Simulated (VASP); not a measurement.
# Hf (Fm-3m) in VASP: single point with LDA

Aim: the single point of Hf with LDA.

All numbers are computed with VASP 6.6.1; they aren't measurements. Logs are shortened: lines on timing, memory, paths and dates and some standing lists are left out, and cuts for length are marked.

### 1 The cell of the first run

The structure is cubic, space group Fm-3m (No. 225). The conventional cell has a = 4.440 Å, b = 4.440 Å, c = 4.440 Å, α = 90.00°, β = 90.00°, γ = 90.00°. Within 4.1 Å of Hf (site symmetry m-3m) lie 12 Hf at 3.14 Å.

### 2 Single point, LDA

INCAR reads:

```
PREC = Accurate
ENCUT = 500
EDIFF = 1E-6
ISMEAR = 0
SIGMA = 0.1
LREAL = F
LASPH = T
NELM = 120
ALGO = Normal
ISIF = 2
LWAVE = F
LCHARG = F
NBANDS = 11
GGA_COMPAT = F
```

KPOINTS reads:

```
regular mesh
0
Gamma
  8 8 8
```

POSCAR reads:

```
Hf
1.0
    0.0000000000      2.2200000000      2.2200000000
    2.2200000000      0.0000000000      2.2200000000
    2.2200000000      2.2200000000      0.0000000000
Hf
1
Direct
    0.0000000000      0.0000000000      0.0000000000
```

Potentials or basis: VASP PAW LDA potentials, release 64 (Hf_pv).

Run with:

```
$ cat potpaw_LDA.64/Hf_pv/POTCAR > POTCAR
$ mpirun -np 1 vasp_std > vasp.out
```

OUTCAR:

```text
PREC = Accurate
   ENCUT = 500
   EDIFF = 1E-6
   ISMEAR = 0
   LREAL = F
   LASPH = T
   NELM = 120
   ISIF = 2

 ion  position               nearest neighbor table
   1  0.000  0.000  0.000-

  LATTYP: Found a face centered cubic cell.
 ALAT       =     4.4400000000

  Lattice vectors:

 A1 = (   0.0000000000,   2.2200000000,   2.2200000000)
 A2 = (   2.2200000000,   0.0000000000,   2.2200000000)
 A3 = (   2.2200000000,   2.2200000000,   0.0000000000)

Analysis of symmetry for initial positions (statically):
=====================================================================
 Subroutine PRICEL returns:
 Original cell was already a primitive cell.

 Routine SETGRP: Setting up the symmetry group for a
 face centered cubic supercell.

 Subroutine GETGRP returns: Found 48 space group operations
 (whereof 48 operations were pure point group operations)
 out of a pool of 48 trial point group operations.

The static configuration has the point symmetry O_h .

Analysis of symmetry for dynamics (positions and initial velocities):
=====================================================================
 Subroutine PRICEL returns:
 Original cell was already a primitive cell.

 Routine SETGRP: Setting up the symmetry group for a
 face centered cubic supercell.

 Subroutine GETGRP returns: Found 48 space group operations
 (whereof 48 operations were pure point group operations)
 out of a pool of 48 trial point group operations.

The dynamic configuration has the point symmetry O_h .

 Subroutine INISYM returns: Found 48 space group operations
 (whereof 48 operations are pure point group operations),
 and found     1 'primitive' translations

----------------------------------------------------------------------------------------

                                     Primitive cell

  volume of cell :      21.8821

  direct lattice vectors                    reciprocal lattice vectors
     0.000000000  2.220000000  2.220000000    -0.225225225  0.225225225  0.225225225
     2.220000000  0.000000000  2.220000000     0.225225225 -0.225225225  0.225225225
     2.220000000  2.220000000  0.000000000     0.225225225  0.225225225 -0.225225225

  length of vectors
     3.139554108  3.139554108  3.139554108     0.390101533  0.390101533  0.390101533

  position of ions in fractional coordinates (direct lattice)
     0.000000000  0.000000000  0.000000000

  ion indices of the primitive-cell ions
   primitive index   ion index
                 1           1
[... 67 lines left out ...]
   LNONCOLLINEAR =      F non collinear calculations
   LSORBIT =      F    spin-orbit coupling
   LASPH  =      T    aspherical Exc in radial PAW
   ENCUT  =  500.0 eV  36.75 Ry    6.06 a.u.   5.72  5.72  5.72*2*pi/ulx,y,z
   NELM   =    120;   NELMIN=  2; NELMDL= -5     # of ELM steps
   EDIFF  = 0.1E-05   stopping-criterion for ELM
   LREAL  =      F    real-space projection
   EDIFFG = 0.1E-04   stopping-criterion for IOM
   NSW    =      0    number of steps for IOM
   IBRION =     -1    ionic relax: 0-MD 1-quasi-New 2-CG
   NFREE  =      0    steps in history (QN), initial steepest desc. (CG)
   ISIF   =      2    stress and relaxation
   ISYM   =      2    0-nonsym 1-usesym 2-fastsym
   POTIM  = 0.5000    time-step for ionic-motion
   TEBEG  =    0.0;   TEEND  =   0.0 temperature during run
   PSTRESS=    0.0 pullay stress
   NELECT =      10.0000    total number of electrons
   NUPDOWN=      -1.0000    fix difference up-down
   EMIN   =  10.00;   EMAX   =-10.00  energy-range for DOS
[... 5 lines left out ...]
     AMIX     =   0.40;   BMIX     =  1.00
     AMIX_MAG =   1.60;   BMIX_MAG =  1.00
  volume/ion in A,a.u.               =      21.88       147.67
  Fermi-wavevector in a.u.,A,eV,Ry     =   1.260991  2.382927 21.634588  1.590097
  Thomas-Fermi vector in A             =   2.394472
   LORBIT       =      0    0 simple, 1 ext, 2 COOP (PROOUT), +10 PAW based schemes
   GGA     = CA    functional components
   LHFCALC =     F    Hartree Fock is set to
   AEXX    =    0.0000 exact exchange contribution
   IVDW    =     0    specifies the selected vdW correction
   LEPSILON=     F    determine dielectric tensor
   LRPA    =     F    only Hartree local field effects (RPA)
 non-spin polarized calculation
 Gauss-broadening in eV      SIGMA  =   0.10
  energy-cutoff  :      500.00
  volume of cell :       21.88
 maximum number of plane-waves:       568
   NGX = 11   NGY = 11   NGZ = 11

 number of electron      10.0000000 magnetization

 Free energy of the ion-electron system (eV)
  ---------------------------------------------------
  ext. energy  EPLUGINS =         0.00000000
  ---------------------------------------------------
  free energy    TOTEN  =       -10.60193608 eV

  energy without entropy =      -10.59220562  energy(sigma->0) =      -10.59707085

 E-fermi :   4.7906     XC(G=0): -11.5726

 val. band max:        4.7762320731   @ k =  -0.3750   0.1250   0.0000
 cond. band min:       4.8168849219   @ k =   0.5000   0.2500   0.1250
 fundamental gap:      0.0406528489
 Fermi energy:         4.7905600446

 k-point     1 :       0.0000    0.0000    0.0000
  band No.  band energies     occupation
      1     -25.0074      2.00000
      2     -25.0074      2.00000
      3     -25.0074      2.00000
      4      -2.4496      2.00000
      5       6.1068      0.00000
      6       6.1068      0.00000
      7       6.1068      0.00000
      8       8.9390      0.00000
      9       8.9390      0.00000
     10      16.2620      0.00000
     11      16.9631      0.00000
[... 309 lines left out ...]
 k-point    24 :      -0.3750    0.2500    0.1250
  band No.  band energies     occupation
      1     -25.7792      2.00000
      2     -25.3637      2.00000
      3     -25.2013      2.00000
      4       2.4639      2.00000
      5       3.9149      2.00000
      6       5.1865      0.00000
      7       7.0899      0.00000
      8      10.5212      0.00000
      9      12.7270      0.00000
     10      13.3565      0.00000
     11      16.9697      0.00000

 [... further k-points ...]
[... 5 lines left out ...]
  --------------------------------------------------------------------------------------
  -------------------------------------------------------------------------------------
  Total       -0.8207036     -0.8207036     -0.8207036      0.0000000      0.0000000      0.0000000
  in kB      -60.0908042    -60.0908042    -60.0908042      0.0000000      0.0000000      0.0000000
  external PRESSURE =     -60.0908042 kB  Pullay stress =       0.0000000 kB

 VOLUME and BASIS-vectors are now :
 -----------------------------------------------------------------------------
  energy-cutoff  :      500.00
  volume of cell :       21.88
      direct lattice vectors                 reciprocal lattice vectors
     0.000000000  2.220000000  2.220000000    -0.225225225  0.225225225  0.225225225
     2.220000000  0.000000000  2.220000000     0.225225225 -0.225225225  0.225225225
     2.220000000  2.220000000  0.000000000     0.225225225  0.225225225 -0.225225225

 POSITION                                       TOTAL-FORCE (eV/Angst)
 -----------------------------------------------------------------------------------
      0.00000      0.00000      0.00000         0.000000      0.000000     -0.000000
 -----------------------------------------------------------------------------------
    total drift:                                0.000000     -0.000000     -0.000000

  FREE ENERGIE OF THE ION-ELECTRON SYSTEM (eV)
  ---------------------------------------------------
  free  energy   TOTEN  =       -10.6019360782 eV

  energy  without entropy=      -10.5922056243  energy(sigma->0) =      -10.59707085
```

OSZICAR:

```text
N       E                     dE             d eps       ncg     rms          rms(c)
DAV:   1     0.117462926817E+02    0.11746E+02   -0.56315E+03   654   0.814E+02
DAV:   2    -0.105384192526E+02   -0.22285E+02   -0.21379E+02   793   0.150E+02
DAV:   3    -0.109606048385E+02   -0.42219E+00   -0.41928E+00   786   0.146E+01
DAV:   4    -0.109620053663E+02   -0.14005E-02   -0.14004E-02   750   0.102E+00
DAV:   5    -0.109620114032E+02   -0.60369E-05   -0.60374E-05   748   0.602E-02    0.464E+01
DAV:   6    -0.106952428975E+02    0.26677E+00   -0.22278E-01   737   0.331E+00    0.273E+01
DAV:   7    -0.106066610882E+02    0.88582E-01   -0.31698E-01   701   0.381E+00    0.123E+00
DAV:   8    -0.106019734564E+02    0.46876E-02   -0.23105E-02   710   0.107E+00    0.821E-01
DAV:   9    -0.106019371013E+02    0.36355E-04   -0.28378E-04   766   0.158E-01    0.496E-02
DAV:  10    -0.106019364922E+02    0.60902E-06   -0.15905E-05   744   0.286E-02    0.523E-02
DAV:  11    -0.106019360782E+02    0.41405E-06   -0.89966E-07   483   0.755E-03
   1 F= -.10601936E+02 E0= -.10597071E+02  d E =-.973045E-02
```

Wall time 2.7 s (1 thread of Intel Xeon Platinum 8375C at 2.90GHz (Ice Lake), shared host); peak memory 0.13 GiB.

Results:

```
Free energy            : -10.6019 eV
Pressure               : -6.0 GPa
Band gap on the k mesh : zero (band 5 reaches 6.11 eV, above the bottom of band 6 at 4.38 eV)
```

Levels at points of the mesh, in eV from the Fermi level:
| k point | band 1 | band 2 | band 3 | band 4 | band 5 | band 6 | band 7 | band 8 | band 9 | band 10 |
| --- | --- | --- | --- | --- | --- | --- | --- | --- | --- | --- |
| (0.00, 0.00, 0.00) | -29.80 | -29.80 | -29.80 | -7.24 | 1.32 | 1.32 | 1.32 | 4.15 | 4.15 | 11.47 |
| (0.50, 0.00, 0.00) | -30.69 | -29.92 | -29.92 | -3.72 | 0.79 | 1.08 | 1.08 | 6.35 | 6.35 | 9.57 |
| (0.50, 0.50, 0.00) | -30.63 | -30.12 | -30.12 | -3.37 | -2.26 | 2.75 | 6.34 | 7.01 | 7.01 | 10.14 |

Caveat: spin-orbit coupling is left out, which moves the levels of the heavy elements.
